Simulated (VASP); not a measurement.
**Ag: single point with r2SCAN**

Ag:

```xyz
2
Lattice="2.9117 0.0000 0.0000 -1.4558 2.5216 0.0000 0.0000 0.0000 4.7284" Properties=species:S:1:pos:R:3 pbc="T T T"
Ag    0.0000    1.6811    1.1821
Ag    1.4558    0.8405    3.5463
```

```yaml
Program: VASP 6.6.1
Task: single point
Functional: r2SCAN
Potentials_or_basis: VASP PAW PBE potentials, release 64 (Ag)
Cutoff: 520 eV
k_mesh: 10 × 10 × 6
Occupations: fermi-dirac, width 0.1 eV
Spin: no spin polarisation
Dipole_correction: no
Further_INCAR_settings: ALGO = Normal; EDIFF = 1e-06; NBANDS = 18
```

The pressure is 0.1 GPa and the band gap on the k mesh is zero (band 11 reaches 11.39 eV, above the bottom of band 12 at 4.47 eV).

Levels at points of the mesh, in eV from the Fermi level:
| k point | band 8 | band 9 | band 10 | band 11 | band 12 | band 13 | band 14 | band 15 |
| --- | --- | --- | --- | --- | --- | --- | --- | --- |
| (0.00, 0.00, 0.00) | -4.39 | -4.39 | -3.37 | -3.37 | -0.20 | 3.71 | 16.23 | 18.35 |
| (0.50, 0.00, 0.00) | -3.25 | -3.17 | -3.11 | 0.15 | 1.56 | 7.19 | 7.42 | 9.68 |
| (0.00, 0.00, 0.50) | -4.66 | -3.68 | -3.68 | -3.68 | -3.68 | 11.58 | 11.58 | 16.60 |
| (0.50, 0.00, 0.50) | -3.40 | -3.16 | -3.16 | 0.90 | 0.90 | 4.66 | 4.66 | 14.02 |

Wall time 34 s on 1 thread of Intel(R) Xeon(R) 6975P-C (Granite Rapids), with other jobs on the host, peak memory 0.17 GiB.

Caveat: the PAW data sets were made with another functional, which shifts forces and pressure a little.
